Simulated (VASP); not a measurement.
A run of VASP 6.6.1:

The input INCAR:

```
SYSTEM = SbWSe3
PREC = Accurate
ENCUT = 520
EDIFF = 1E-7
ISMEAR = 0
SIGMA = 0.1
LREAL = .False.
LASPH = .True.
NELM = 100
ALGO = Normal
ISIF = 2
LWAVE = .False.
LCHARG = .False.
GGA = PE
NBANDS = 26
```

The input KPOINTS:

```
Automatic mesh
0
Gamma
  8 8 8
  0 0 0
```

POSCAR

```
SbWSe3
1.0
    4.9511167347      0.0000000000      0.0000000000
    0.0000000000      4.9511167347      0.0000000000
    0.0000000000      0.0000000000      4.9511167347
Sb W Se
1 1 3
Direct
    0.0000000000      0.0000000000      0.0000000000
    0.5000000000      0.5000000000      0.5000000000
    0.0000000000      0.5000000000      0.5000000000
    0.5000000000      0.0000000000      0.5000000000
    0.5000000000      0.5000000000      0.0000000000
```

Potentials or basis: VASP PAW PBE potentials, release 64 (Sb, W_sv, Se).

The run is started by

```console
$ cat potpaw_PBE.64/Sb/POTCAR potpaw_PBE.64/W_sv/POTCAR potpaw_PBE.64/Se/POTCAR > POTCAR
$ mpirun -np 1 vasp_std > vasp.out
```

Hardware: 1 thread of Intel(R) Xeon(R) Platinum 8559C (Emerald Rapids), on a shared host.

How long does it take, and how much memory?

It took 2.2 min on 1 thread of Intel(R) Xeon(R) Platinum 8559C (Emerald Rapids), with other jobs on the host, peak memory 0.3 GiB. Counts: scf iterations 16, k points 35.
